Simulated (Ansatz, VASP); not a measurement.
## One calculation of Mg3NbO2, two programs

```
CELL_PARAMETERS angstrom
2.49494 1.44045 4.11009
-2.49494 1.44045 4.11009
0.00000 -2.88090 4.11009
ATOMIC_POSITIONS crystal
Mg 0.00000 0.50000 0.00000
Mg 0.00000 0.00000 0.50000
Mg 0.50000 0.00000 0.00000
Nb 0.00000 0.00000 0.00000
O 0.37773 0.37773 0.37773
O 0.62227 0.62227 0.62227
```

Change from the starting cell: species swapped into the Ho2AlFe3 type (R-3m, No. 166).

Alike in both runs: task single point; functional PBE; k mesh 6 × 6 × 6; occupations gaussian, width 0.1 eV; collinear spin.

```csv
,VASP,Ansatz
version,VASP 6.6.1,Ansatz 0.2.0
potentials or method,"VASP PAW PBE potentials, release 64 (Mg, Nb_sv, O), cutoff 520 eV","scalar-relativistic, plane waves, PAW"
valence electrons in the cell,31,55
```

```tsv
	VASP	Ansatz	Ansatz less VASP
gap on the k mesh at the Fermi level (eV)	none	none	-
pressure (GPa)	13.8	13.7	-0.11
traceless stress, the component that is largest in VASP (GPa)	13.58	13.64	+0.062
rms of the force components (eV/Å)	0.212	0.213	+0.0004
net moment per atom (μB)	0.13	0.13	0.000
size of the moment on the site where the two differ most (μB)	0.49	0.40	-0.090
```

Site moments also hang on the region over which each program counts them. Atom by atom the forces differ by 0.000 eV/Å (rms over components). A gap of «none» marks a metal or a gap that the smearing closes. VASP's potentials hold 31 valence electrons a cell and Ansatz's 55, so a difference there can come from the potentials and not from the codes. Ansatz's warnings: no starting moments.
